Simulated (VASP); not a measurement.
AlN, 4 atoms in the cell. The structure is hexagonal, space group P6_3mc (No. 186). The conventional cell has a = 3.095 Å, b = 3.095 Å, c = 5.050 Å, α = 90.00°, β = 90.00°, γ = 120.00°. Within 2.5 Å of Al (site symmetry 3m) lie 4 N at 1.89 to 1.91 Å. N (site symmetry 3m) has 4 Al at 1.89 to 1.91 Å within 2.5 Å. 

| Quantity | Value |
| --- | --- |
| Program | VASP 6.6.1 |
| Task | single point |
| Functional | PBE |
| Potentials or basis | VASP PAW PBE potentials, release 64 (Al, N) |
| Cutoff | 520 eV |
| k mesh | 9 × 9 × 5 |
| Occupations | gaussian, width 0.02 eV |
| Spin | no spin polarisation |
| Dipole correction | no |
| Further INCAR settings | ALGO = Normal; EDIFF = 1e-06; NBANDS = 16 |

Potentials or basis: VASP PAW PBE potentials, release 64 (Al, N).

Launch:

```sh
$ cat potpaw_PBE.64/Al/POTCAR potpaw_PBE.64/N/POTCAR > POTCAR
$ mpirun -np 1 vasp_std > vasp.out
```

Hardware: 1 thread of Intel(R) Xeon(R) 6975P-C (Granite Rapids) (shared host).

**Question.** Estimate the wall time of this run.

**Answer.** It took 7.2 s on 1 thread of Intel(R) Xeon(R) 6975P-C (Granite Rapids) (shared host), peak memory 0.16 GiB. Counts: scf iterations 13, k points 36.
